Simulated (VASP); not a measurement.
# Ni (Fm-3m) in VASP: further runs

The runs below take Ni through single point, with LDA.

All numbers are computed with VASP 6.6.1; they aren't measurements. Logs are shortened: lines on timing, memory, paths and dates and some standing lists are left out, and cuts for length are marked.

## (1) The cell of the first run

Symmetry: Fm-3m, No. 225, cubic system. The conventional cell has a = 3.425 Å, b = 3.425 Å, c = 3.425 Å, α = 90.00°, β = 90.00°, γ = 90.00°. Within 3.2 Å of Ni (site symmetry m-3m) lie 12 Ni at 2.42 Å.

## (2) Single point, LDA, collinear spin, ferromagnetic start

Input file INCAR:

```
  PREC = Accurate
  ENCUT = 520
  EDIFF = 1E-6
  ISMEAR = -1
  SIGMA = 0.1
  LREAL = F
  LASPH = T
  NELM = 150
  ALGO = Normal
  ISIF = 2
  LWAVE = F
  LCHARG = T
  ISPIN = 2
  MAGMOM = 1 1 1
  LORBIT = 11
  LMAXMIX = 4
  LELF = T
  LVHAR = T
  NBANDS = 26
```

Input file KPOINTS:

```
regular mesh
0
Gamma
  15 15 6
```

Input file POSCAR:

```
Ni
1.0
    0.0000000000      1.7124962518     -1.7124962518
   -1.7124962518      0.0000000000      1.7124962518
    3.4249925035      3.4249925035      3.4249925035
Ni
3
Direct
    0.0000000000      0.0000000000      0.0000000000
    0.3333333330      0.6666666670      0.3333333330
    0.6666666670      0.3333333330      0.6666666670
```

Potentials or basis: VASP PAW LDA potentials, release 64 (Ni).

The run is started by

```
$ cat potpaw_LDA.64/Ni/POTCAR > POTCAR
$ mpirun -np 1 vasp_std > vasp.out
```

OUTCAR:

```text
PREC = Accurate
   ENCUT = 520
   EDIFF = 1E-6
   ISMEAR = -1
   LREAL = F
   LASPH = T
   NELM = 150
   ISIF = 2
   ISPIN = 2
   LORBIT = 11

 ion  position               nearest neighbor table
   1  0.000  0.000  0.000-   2 2.42   3 2.42   3 2.42   2 2.42   3 2.42   2 2.42
   2  0.333  0.667  0.333-   1 2.42   1 2.42   1 2.42   3 2.42   3 2.42   3 2.42
   3  0.667  0.333  0.667-   1 2.42   1 2.42   1 2.42   2 2.42   2 2.42   2 2.42

  LATTYP: Found a hexagonal cell.
 ALAT       =     2.4218354248
 C/A-ratio  =     2.4494897427

  Lattice vectors:

 A1 = (   0.0000000000,   1.7124962518,  -1.7124962518)
 A2 = (  -1.7124962518,   0.0000000000,   1.7124962518)
 A3 = (   3.4249925035,   3.4249925035,   3.4249925035)

Analysis of symmetry for initial positions (statically):
=====================================================================
 Subroutine PRICEL returns following result:

  LATTYP: Found a face centered cubic cell.
 ALAT       =     3.4249925001

  Lattice vectors:

 A1 = (   1.7124962501,   1.7124962501,  -0.0000000000)
 A2 = (  -0.0000000017,   1.7124962501,   1.7124962518)
 A3 = (   1.7124962552,   0.0000000034,   1.7124962518)

   3 primitive cells build up your supercell.

 Routine SETGRP: Setting up the symmetry group for a
 hexagonal supercell.

 Subroutine GETGRP returns: Found 12 space group operations
 (whereof 12 operations were pure point group operations)
 out of a pool of 24 trial point group operations.

The static configuration has the point symmetry D_3d.

Analysis of symmetry for dynamics (positions and initial velocities):
=====================================================================
 Subroutine PRICEL returns following result:

  LATTYP: Found a face centered cubic cell.
 ALAT       =     3.4249925001

  Lattice vectors:

 A1 = (   1.7124962501,   1.7124962501,  -0.0000000000)
 A2 = (  -0.0000000017,   1.7124962501,   1.7124962518)
 A3 = (   1.7124962552,   0.0000000034,   1.7124962518)

   3 primitive cells build up your supercell.

 Routine SETGRP: Setting up the symmetry group for a
 hexagonal supercell.

 Subroutine GETGRP returns: Found 12 space group operations
 (whereof 12 operations were pure point group operations)
 out of a pool of 24 trial point group operations.

The dynamic configuration has the point symmetry D_3d.

Analysis of structural, dynamic, and magnetic symmetry:
=====================================================================
 Subroutine PRICEL returns following result:

  LATTYP: Found a face centered cubic cell.
 ALAT       =     3.4249925001

  Lattice vectors:

 A1 = (   1.7124962501,   1.7124962501,  -0.0000000000)
 A2 = (  -0.0000000017,   1.7124962501,   1.7124962518)
 A3 = (   1.7124962552,   0.0000000034,   1.7124962518)

   3 primitive cells build up your supercell.

 Routine SETGRP: Setting up the symmetry group for a
 hexagonal supercell.

 Subroutine GETGRP returns: Found 12 space group operations
 (whereof 12 operations were pure point group operations)
 out of a pool of 24 trial point group operations.

The overall configuration has the point symmetry D_3d.

 Subroutine INISYM returns: Found 12 space group operations
 (whereof 12 operations are pure point group operations),
 and found     3 'primitive' translations

----------------------------------------------------------------------------------------

                                     Primitive cell

  volume of cell :      10.0443

  direct lattice vectors                    reciprocal lattice vectors
     1.712496250  1.712496250 -0.000000000     0.291971441  0.291971443 -0.291971443
    -0.000000002  1.712496250  1.712496252    -0.291971442  0.291971442  0.291971442
     1.712496255  0.000000003  1.712496252     0.291971442 -0.291971442  0.291971442

  length of vectors
     2.421835422  2.421835424  2.421835427     0.505709373  0.505709372  0.505709372

  position of ions in fractional coordinates (direct lattice)
     0.000000000  0.000000000  0.000000000

  ion indices of the primitive-cell ions
   primitive index   ion index
                 1           1

----------------------------------------------------------------------------------------

 KPOINTS: regular mesh

Automatic generation of k-mesh.
 Grid dimensions read from file:
 generate k-points for:   15   15    6

 Generating k-lattice:

  Cartesian coordinates                     Fractional coordinates (reciprocal lattice)
    -0.012976509  0.025953017 -0.012976509     0.066666667  0.000000000  0.000000000
    -0.025953017  0.012976509  0.012976509     0.000000000  0.066666667  0.000000000
     0.016220636  0.016220636  0.016220636     0.000000000  0.000000000  0.166666667

  Length of vectors
     0.031785825  0.031785825  0.028094965

  Shift w.r.t. Gamma in fractional coordinates (k-lattice)
     0.000000000  0.000000000  0.000000000

 Subroutine IBZKPT returns following result:
 ===========================================

 Found    146 irreducible k-points:

 Following reciprocal coordinates:
            Coordinates               Weight
  0.000000  0.000000  0.000000      1.000000
  0.066667  0.000000  0.000000      6.000000
  0.133333  0.000000  0.000000      6.000000
  0.200000  0.000000  0.000000      6.000000
  0.266667  0.000000  0.000000      6.000000
  0.333333  0.000000  0.000000      6.000000
[... 16 lines left out ...]
  0.333333  0.200000  0.000000     12.000000
  0.400000  0.200000 -0.000000      6.000000
 [... further k-points ...]
   k-points           NKPTS =    146   k-points in BZ     NKDIM =    146   number of bands    NBANDS=     26
   number of dos      NEDOS =    301   number of ions     NIONS =      3
   total plane-waves  NPLWV =  15552
   dimension x,y,z NGX =    18 NGY =   18 NGZ =   48
   dimension x,y,z NGXF=    36 NGYF=   36 NGZF=   96
   ions per type =               3
   NGX,Y,Z   is equivalent  to a cutoff of  12.36, 12.36, 13.45 a.u.
   NGXF,Y,Z  is equivalent  to a cutoff of  24.71, 24.71, 26.90 a.u.
 SYSTEM =  unknown system
   PREC   = accura    normal or accurate (medium, high low for compatibility)
   ISTART =      0    job   : 0-new  1-cont  2-samecut
   ICHARG =      2    charge: 1-file 2-atom 10-const
   ISPIN  =      2    spin polarized calculation?
   LNONCOLLINEAR =      F non collinear calculations
   LSORBIT =      F    spin-orbit coupling
   LASPH  =      T    aspherical Exc in radial PAW
   ENCUT  =  520.0 eV  38.22 Ry    6.18 a.u.   4.50  4.50 11.03*2*pi/ulx,y,z
   NELM   =    150;   NELMIN=  2; NELMDL= -5     # of ELM steps
   EDIFF  = 0.1E-05   stopping-criterion for ELM
   LREAL  =      F    real-space projection
   EDIFFG = 0.1E-04   stopping-criterion for IOM
   NSW    =      0    number of steps for IOM
   IBRION =     -1    ionic relax: 0-MD 1-quasi-New 2-CG
   NFREE  =      0    steps in history (QN), initial steepest desc. (CG)
   ISIF   =      2    stress and relaxation
   ISYM   =      2    0-nonsym 1-usesym 2-fastsym
   POTIM  = 0.5000    time-step for ionic-motion
   TEBEG  =    0.0;   TEEND  =   0.0 temperature during run
   PSTRESS=    0.0 pullay stress
   NELECT =      30.0000    total number of electrons
   NUPDOWN=      -1.0000    fix difference up-down
   EMIN   =  10.00;   EMAX   =-10.00  energy-range for DOS
   EFERMI =   0.00;   METHOD = LEGACY
   ISMEAR =    -1;   SIGMA  =   0.10  broadening in eV -4-tet -1-fermi 0-gaus
   EFERMI_NEDOS =   21; number of points for ismear=-14 and -15
   IALGO  =     38    algorithm
   IMIX   =      4    mixing-type and parameters
     AMIX     =   0.40;   BMIX     =  1.00
     AMIX_MAG =   1.60;   BMIX_MAG =  1.00
  volume/ion in A,a.u.               =      10.04        67.78
  Fermi-wavevector in a.u.,A,eV,Ry     =   1.634689  3.089115 36.357609  2.672209
  Thomas-Fermi vector in A             =   2.726287
   LORBIT       =     11    0 simple, 1 ext, 2 COOP (PROOUT), +10 PAW based schemes
   GGA     = CA    functional components
   LHFCALC =     F    Hartree Fock is set to
   AEXX    =    0.0000 exact exchange contribution
   IVDW    =     0    specifies the selected vdW correction
   LEPSILON=     F    determine dielectric tensor
   LRPA    =     F    only Hartree local field effects (RPA)
 spin polarized calculation
  energy-cutoff  :      520.00
  volume of cell :       30.13
 maximum number of plane-waves:       845
 NGX is ok and might be reduce to    18
   NGX =  9   NGY =  9   NGZ = 23

 number of electron      29.9999970 magnetization       1.6626244

 Free energy of the ion-electron system (eV)
  ---------------------------------------------------
  ext. energy  EPLUGINS =         0.00000000
  ---------------------------------------------------
  free energy    TOTEN  =       -19.82043242 eV

  energy without entropy =      -19.65552537  energy(sigma->0) =      -19.73797889

 E-fermi :  10.1966     XC(G=0): -14.0925

 val. band max:       10.1950063651   @ k =   0.3333   0.2000   0.5000
 cond. band min:      10.1968673516   @ k =  -0.0667   0.4000   0.3333
 fundamental gap:      0.0018609864
 Fermi energy:        10.1965798143

 spin component 1

 k-point     1 :       0.0000    0.0000    0.0000
  band No.  band energies     occupation
      1       0.6635      1.00000
      2       4.2419      1.00000
      3       4.2419      1.00000
      4       7.6555      1.00000
      5       7.6555      1.00000
      6       7.6801      1.00000
[... 18 lines left out ...]
     25      36.5424      0.00000
     26      36.5424      0.00000

 k-point     2 :       0.0667    0.0000    0.0000
  band No.  band energies     occupation
      1       0.8276      1.00000
      2       4.3696      1.00000
      3       4.3733      1.00000
      4       7.4716      1.00000
      5       7.5028      1.00000
      6       7.6298      1.00000
[... 18 lines left out ...]
     25      35.6932      0.00000
[... 608 lines left out ...]
     25      26.8951      0.00000
     26      27.9484      0.00000

 k-point    24 :       0.4000    0.2000   -0.0000
  band No.  band energies     occupation
      1       5.6429      1.00000
      2       6.0319      1.00000
      3       6.0876      1.00000
      4       6.0876      1.00000
      5       6.8092      1.00000
      6       6.8092      1.00000
[... 18 lines left out ...]
     25      27.3932      0.00000
     26      29.8999      0.00000

 [... further k-points ...]

 spin component 2

 k-point     1 :       0.0000    0.0000    0.0000
  band No.  band energies     occupation
      1       0.7084      1.00000
      2       4.3965      1.00000
      3       4.3965      1.00000
      4       8.0152      1.00000
      5       8.0152      1.00000
      6       8.2427      1.00000
[... 18 lines left out ...]
     25      36.6738      0.00000
     26      36.6738      0.00000

 k-point     2 :       0.0667    0.0000    0.0000
  band No.  band energies     occupation
      1       0.8727      1.00000
      2       4.5259      1.00000
      3       4.5293      1.00000
      4       7.8567      1.00000
      5       7.8878      1.00000
      6       8.1887      1.00000
[... 18 lines left out ...]
     25      35.7478      0.00000
[... 608 lines left out ...]
     25      27.0014      0.00000
     26      28.0801      0.00000

 k-point    24 :       0.4000    0.2000   -0.0000
  band No.  band energies     occupation
      1       5.9976      1.00000
      2       6.4643      1.00000
      3       6.4643      1.00000
      4       6.4809      1.00000
      5       7.1886      1.00000
      6       7.1886      1.00000
[... 18 lines left out ...]
     25      27.4870      0.00000
     26      30.0257      0.00000

 [... further k-points ...]

------------------------ aborting loop because EDIFF is reached ----------------------------------------

  FORCE on cell =-STRESS in cart. coord.  units (eV):
  Direction    XX          YY          ZZ          XY          YZ          ZX
  --------------------------------------------------------------------------------------
  -------------------------------------------------------------------------------------
  Total       -0.0109159     -0.0109159     -0.0109159     -0.0097037     -0.0097037     -0.0097037
  in kB       -0.5804024     -0.5804024     -0.5804024     -0.5159514     -0.5159514     -0.5159514
  external PRESSURE =      -0.5804024 kB  Pullay stress =       0.0000000 kB

 VOLUME and BASIS-vectors are now :
 -----------------------------------------------------------------------------
  energy-cutoff  :      520.00
  volume of cell :       30.13
      direct lattice vectors                 reciprocal lattice vectors
     0.000000000  1.712496252 -1.712496252    -0.194647628  0.389295256 -0.194647628
    -1.712496252  0.000000000  1.712496252    -0.389295256  0.194647628  0.194647628
     3.424992503  3.424992503  3.424992503     0.097323814  0.097323814  0.097323814

 POSITION                                       TOTAL-FORCE (eV/Angst)
 -----------------------------------------------------------------------------------
      0.00000      0.00000      0.00000        -0.000000     -0.000000     -0.000000
     -0.00000      1.71250      1.71250         0.000000      0.000000      0.000000
      1.71250      3.42499      1.71250         0.000000     -0.000000      0.000000
 -----------------------------------------------------------------------------------
    total drift:                                0.000000      0.000000     -0.000000

  FREE ENERGIE OF THE ION-ELECTRON SYSTEM (eV)
  ---------------------------------------------------
  free  energy   TOTEN  =       -19.8204324156 eV

  energy  without entropy=      -19.6555253686  energy(sigma->0) =      -19.73797889

 total charge

# of ion       s       p       d       tot
------------------------------------------
    1        0.535   0.571   8.368   9.473
    2        0.535   0.571   8.368   9.473
    3        0.535   0.571   8.368   9.473
--------------------------------------------------
tot          1.604   1.713  25.103  28.420

 magnetization (x)

# of ion       s       p       d       tot
------------------------------------------
    1       -0.005  -0.017   0.576   0.554
    2       -0.005  -0.017   0.576   0.554
    3       -0.005  -0.017   0.576   0.554
--------------------------------------------------
tot         -0.014  -0.051   1.727   1.662
```

It took 1.7 min on 1 thread of Intel Xeon Platinum 8488C (Sapphire Rapids), shared host; peak memory 0.25 GiB.

Results:

```yaml
Free_energy: -19.8204 eV
Pressure: -0.1 GPa
Net_moment: 1.66 μB per cell
Site_moments: Ni +0.55 μB
Valence_electrons_inside_the_program's_atomic_spheres: Ni 9.47
```

## (3) Single point, LDA, collinear spin, ferromagnetic start

Input file INCAR:

```
SYSTEM = Ni
  PREC = Accurate
  ENCUT = 520
  EDIFF = 1E-6
  ISMEAR = -1
  SIGMA = 0.1
  LREAL = .FALSE.
  LASPH = .TRUE.
  NELM = 150
  ALGO = Normal
  ISIF = 2
  LWAVE = .FALSE.
  LCHARG = .FALSE.
  ISPIN = 2
  MAGMOM = 1 1 1
  LORBIT = 11
  LMAXMIX = 4
  GGA = CA
  NBANDS = 26
```

Input file KPOINTS:

```
regular mesh
0
G
  15 15 6
  0 0 0
```

POSCAR is that of step 2.

Potentials or basis: VASP PAW LDA potentials, release 64 (Ni).

The run is started by

```
$ cat potpaw_LDA.64/Ni/POTCAR > POTCAR
$ mpirun -np 1 vasp_std > vasp.out
```

Run time: 78 s. Hardware: 1 thread of Intel Xeon 6975P-C (Granite Rapids), shared host; peak memory 0.25 GiB.

It converged, with:

- Free energy: -19.8204 eV
- Pressure: -0.1 GPa
- Net moment: 1.66 μB per cell
- Site moments: Ni +0.55 μB
- Valence electrons inside the program's atomic spheres: Ni 9.47

Stress tensor (GPa, compression positive):
```
-0.06 -0.05 -0.05
-0.05 -0.06 -0.05
-0.05 -0.05 -0.06
```

Levels at points of the mesh, in eV from the Fermi level:
Spin up:
```tsv
k point	band 12	band 13	band 14	band 15	band 16	band 17	band 18	band 19	band 20	band 21
(0.00, 0.00, 0.00)	-2.37	-1.23	-1.23	-0.84	-0.84	-0.84	-0.84	11.28	11.28	23.84
(0.00, 0.00, 0.50)	-1.28	-1.28	-1.28	-1.28	-0.44	-0.44	-0.39	6.35	19.68	19.68
```
Spin down:
| k point | band 10 | band 11 | band 12 | band 13 | band 14 | band 15 | band 16 | band 17 | band 18 | band 19 |
| --- | --- | --- | --- | --- | --- | --- | --- | --- | --- | --- |
| (0.00, 0.00, 0.00) | -1.85 | -1.85 | -1.85 | -0.70 | -0.70 | -0.26 | -0.26 | -0.26 | -0.26 | 11.50 |
| (0.00, 0.00, 0.50) | -1.75 | -1.75 | -0.75 | -0.75 | -0.75 | -0.75 | -0.35 | 0.16 | 0.16 | 6.70 |
